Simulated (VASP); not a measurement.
Crystal: Ga.

```
Ga
1.0
     3.02612    0.00000    0.00000
    -1.51306    2.62070    0.00000
     0.00000    0.00000    9.88330
Ga
4
Direct
  0.00000 0.00000 0.00000
  0.00000 0.00000 0.50000
  0.33333 0.66667 0.25000
  0.66667 0.33333 0.75000
```

This isn't the form of Ga at room conditions, which is orthorhombic.

* Program: VASP 6.6.1
* Task: relaxation of cell and atoms
* Functional: PBEsol
* Potentials or basis: VASP PAW PBE potentials, release 64 (Ga_d)
* Cutoff: 600 eV
* k mesh: 12 × 12 × 4
* Occupations: fermi-dirac, width 0.1 eV
* Spin: no spin polarisation

At the start: pressure -4.8 GPa; volume 19.59 Å³/atom.

Problem. How do energy, volume and symmetry change on relaxing?

Solution. Over 5 steps the energy falls by 29.3 meV/atom and the volume is 17.76 Å³/atom (-9.4 %); space group P6_3/mmc (No. 194, to 0.1 Å) before and after.

The path:
```
step  energy change (eV)  largest force (eV/Å)  pressure (GPa)  volume (Å³)
   1              0.0000                0.0000           -4.77        78.38
   2             -0.1151                0.0000           -0.58        71.94
   3             -0.1169                0.0000           -0.22        71.29
   4             -0.1141                0.0000            0.87        70.01
   5             -0.1171                0.0000            0.04        71.03
```

Final structure:
```
Ga
1.0
     2.92850    0.00000    0.00000
    -1.46425    2.53615    0.00000
     0.00000    0.00000    9.56345
Ga
4
Cartesian
  0.0000 0.0000 0.0000
  0.0000 0.0000 4.7817
  0.0000 1.6908 2.3909
  1.4642 0.8454 7.1726
```

Caveat: the PAW data sets were made with another functional, which shifts forces and pressure a little.
